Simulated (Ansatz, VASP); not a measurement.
# MgO2 in VASP and in Ansatz

File POSCAR:

```
MgO2
1.0
    1.6849990668      0.9728346648      3.4939788749
   -1.6849990668      0.9728346648      3.4939788749
    0.0000000000     -1.9456693296      3.4939788749
Mg O
1 2
Direct
    0.0000000000      0.0000000000      0.0000000000
    0.4287860000      0.4287860000      0.4287860000
    0.5712140000      0.5712140000      0.5712140000
```

INCAR.step1

```
ALGO = Normal
EDIFF = 1E-4
ENCUT = 520
GGA = PE
ISMEAR = 0
LASPH = T
LCHARG = F
LREAL = F
LWAVE = T
NBANDS = 14
NELM = 80
PREC = Accurate
SIGMA = 0.05
```

INCAR.step2

```
ALGO = Normal
EDIFF = 1E-6
ENCUT = 520
ISIF = 2
ISMEAR = 0
ISTART = 1
LASPH = T
LCHARG = T
LELF = T
LMIXTAU = T
LREAL = F
LVHAR = T
LWAVE = F
METAGGA = R2SCAN
NBANDS = 14
NELM = 80
PREC = Accurate
SIGMA = 0.05
```

Contents of KPOINTS:

```
k-points
0
Gamma
  12 12 12
```

Input for Ansatz:

```yaml
crystal:
  lattice:
    - [1.6849990668, 0.9728346648, 3.4939788749]
    - [-1.6849990668, 0.9728346648, 3.4939788749]
    - [0.0, -1.9456693296, 3.4939788749]
  atoms:
    - { symbol: Mg, position: [0.0, 0.0, 0.0] }
    - { symbol: O, position: [0.428786, 0.428786, 0.428786] }
    - { symbol: O, position: [0.571214, 0.571214, 0.571214] }
basis:
  ecutwfc: 500
kpoints:
  mp_grid: { grid: [12, 12, 12] }
hamiltonian:
  xc: r2scan
scf:
  occupations: { method: gaussian, width: 0.05 }
output:
  forces: true
  stress: true
  eigenvalues: true
```

Change from the starting cell: strain +0.050 along x and y, +0.000 along z, atoms carried along.

Alike in both runs: task single point; functional r2SCAN; k mesh 12 × 12 × 12; occupations gaussian, width 0.05 eV; no spin polarisation.

|  | VASP | Ansatz |
| --- | --- | --- |
| version | VASP 6.6.1 | Ansatz 0.2.0 |
| potentials or method | VASP PAW PBE potentials, release 64 (Mg, O), cutoff 520 eV | scalar-relativistic, plane waves, PAW |
| valence electrons in the cell | 14 | 22 |

Ansatz gave:

- gap on the k mesh at the Fermi level (eV): 3.03
- least direct gap on the mesh (eV): 3.03
- pressure (GPa): -12.9
- traceless stress, the component that is largest in VASP (GPa): 5.76
- rms of the force components (eV/Å): 0.138

Q: What did VASP give for the same quantities?

A: gap on the k mesh at the Fermi level (eV): 3.00; least direct gap on the mesh (eV): 3.00; pressure (GPa): -13.2; traceless stress, the component that is largest in VASP (GPa): 7.13; rms of the force components (eV/Å): 0.263.

VASP's potentials were made for PBE, not for r2SCAN. Atom by atom the forces differ by 0.125 eV/Å (rms over components). VASP's potentials hold 14 valence electrons a cell and Ansatz's 22, so a difference there can come from the potentials and not from the codes.
